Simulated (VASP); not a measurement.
## SiSn2Ge3: single point with PBE

The system is SiSn2Ge3.

```
CELL_PARAMETERS angstrom
5.22011 0.00000 0.00000
-2.61006 4.52075 0.00000
0.00000 0.00000 5.57857
ATOMIC_POSITIONS crystal
Si 0.00000 0.00000 0.00000
Sn 0.33333 0.66667 0.00047
Sn 0.66667 0.33333 0.99953
Ge 0.33333 0.66667 0.50038
Ge 0.66667 0.33333 0.49962
Ge 0.00000 0.00000 0.50000
```

| Item | Value |
| --- | --- |
| Program | VASP 6.6.1 |
| Task | single point |
| Functional | PBE |
| Potentials or basis | VASP PAW PBE potentials, release 64 (Si, Sn_d, Ge_d) |
| Cutoff | 520 eV |
| k mesh | 12 × 12 × 6 |
| Occupations | gaussian, width 0.1 eV |
| Spin | no spin polarisation |

- Pressure: 0.0 GPa
- Band gap on the k mesh: zero (band 37 reaches 8.28 eV, above the bottom of band 38 at 5.12 eV)

Levels at points of the mesh, in eV from the Fermi level:
```csv
k point,band 34,band 35,band 36,band 37,band 38,band 39,band 40,band 41
"(0.00, 0.00, 0.00)",-3.14,-2.68,-1.99,-1.16,-1.12,-0.29,-0.29,-0.20
"(0.50, 0.00, 0.00)",-3.56,-2.20,-1.85,0.26,0.31,2.20,2.24,3.17
"(0.00, 0.00, 0.50)",-2.20,-2.20,-1.99,-1.99,-1.97,-1.97,-0.57,-0.44
"(0.50, 0.00, 0.50)",0.53,0.60,0.62,0.90,1.56,1.64,2.37,2.68
```

It took 13 min on 1 thread of Oxide Virtual Turin-like Processor (shared host), peak memory 0.57 GiB.

Caveat: spin-orbit coupling is left out, which moves the levels of the heavy elements.
